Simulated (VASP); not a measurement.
Here is a VASP 6.6.1 calculation.

INCAR

```
PREC     = Accurate       # precision mode
ENCUT    = 500            # plane-wave cutoff, eV
EDIFF    = 1E-6           # SCF threshold, eV
ISMEAR   = 0              # smearing method
SIGMA    = 0.15           # smearing width, eV
LREAL    = False          # projectors in reciprocal space
LASPH    = True           # aspherical terms in the spheres
NELM     = 120            # most SCF steps
ALGO     = Normal         # electronic algorithm
ISIF     = 2              # what is computed and relaxed
LWAVE    = False          # write WAVECAR
LCHARG   = False          # write CHGCAR
NBANDS   = 14             # bands
GGA_COMPAT= False
```

File KPOINTS:

```
regular mesh
0
Gamma
  22 22 22
```

The input POSCAR:

```
Ir
1.0
    0.0000000000      1.7602099769      2.0541650431
    1.7602099769      0.0000000000      2.0541650431
    1.7602099769      1.7602099769      0.0000000000
Ir
1
Direct
    0.0000000000      0.0000000000      0.0000000000
```

Potentials or basis: VASP PAW LDA potentials, release 64 (Ir_sv_GW).

Run with:

```console
$ cat potpaw_LDA.64/Ir_sv_GW/POTCAR > POTCAR
$ mpirun -np 1 vasp_std > vasp.out
```

What does it give for the pressure?

47.7 GPa.

Stress tensor (GPa, compression positive):
```
73.08  0.00  0.00
 0.00 73.08  0.00
 0.00  0.00 -2.94
```
